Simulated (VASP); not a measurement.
# TiS2: single point with PBEsol

Crystal: TiS2.

```xyz
3
Lattice="3.4998 0.0000 0.0000 -1.7499 3.0309 0.0000 0.0000 0.0000 6.0211" Properties=species:S:1:pos:R:3 pbc="T T T"
Ti    0.0000    0.0000    0.0000
S     1.7499    1.0103    1.5823
S     0.0000    2.0206    4.4387
```

This cell differs from its parent crystal: Te replaced by S, lengths x 0.909, strained.

```yaml
Program: VASP 6.6.1
Task: single point
Functional: PBEsol
Potentials_or_basis: VASP PAW PBE potentials, release 64 (Ti_sv, S)
Cutoff: 500 eV
k_mesh: 6 × 6 × 4
Occupations: gaussian, width 0.1 eV
Spin: collinear spin, ferromagnetic start
Starting_moments: "[1.0, 0.0, 0.0] μB"
Dipole_correction: no
Further_INCAR_settings: ALGO = Normal; EDIFF = 1e-06; NBANDS = 23
```

* Pressure: -14.1 GPa
* Largest force: 2.044 eV/Å
* Band gap on the k mesh: zero (filled and empty bands overlap)
* Net moment: 0.00 μB per cell
* Valence electrons inside the program's atomic spheres: Ti 9.99; S 3.62

Forces on the atoms (eV/Å):
```
Ti   0.000  0.000  0.000
S    0.000  0.000 -2.044
S    0.000  0.000  2.044
```

Stress tensor (GPa, compression positive):
```
-12.73   0.00   0.00
  0.00 -12.73   0.00
  0.00   0.00 -16.88
```

Levels at points of the mesh, in eV from the Fermi level:
Spin up:
```csv
k point,band 9,band 10,band 11,band 12,band 13,band 14,band 15,band 16
"(0.00, 0.00, 0.00)",-2.04,-0.16,0.18,0.18,0.54,0.54,0.60,2.78
"(0.50, 0.00, 0.00)",-2.57,-2.45,-2.08,-1.25,0.08,1.38,1.74,3.06
"(0.00, 0.00, 0.50)",-1.99,-1.99,0.00,0.00,0.53,0.53,1.06,3.03
"(0.50, 0.00, 0.50)",-2.56,-2.27,-1.22,-0.90,-0.11,1.38,1.72,2.74
```
Spin down:
```tsv
k point	band 8	band 9	band 10	band 11	band 12	band 13	band 14	band 15	band 16	band 17
(0.00, 0.00, 0.00)	-2.04	-2.04	-0.16	0.18	0.18	0.54	0.54	0.60	2.78	2.78
(0.50, 0.00, 0.00)	-3.35	-2.57	-2.45	-2.07	-1.25	0.08	1.38	1.74	3.06	3.14
(0.00, 0.00, 0.50)	-2.42	-1.99	-1.99	0.00	0.00	0.53	0.53	1.06	3.03	3.03
(0.50, 0.00, 0.50)	-4.04	-2.56	-2.27	-1.22	-0.90	-0.11	1.38	1.72	2.74	3.47
```

Run time: 100 s on 1 thread of Intel(R) Xeon(R) Platinum 8488C (Sapphire Rapids), on a shared host, peak memory 0.24 GiB.

Caveat: the cell differs from its parent crystal (Te replaced by S, lengths x 0.909, strained); the PAW data sets were made with another functional, which shifts forces and pressure a little; this functional lacks dispersion, which binds the layers, so the pressure and a relaxed spacing across them are unreliable.
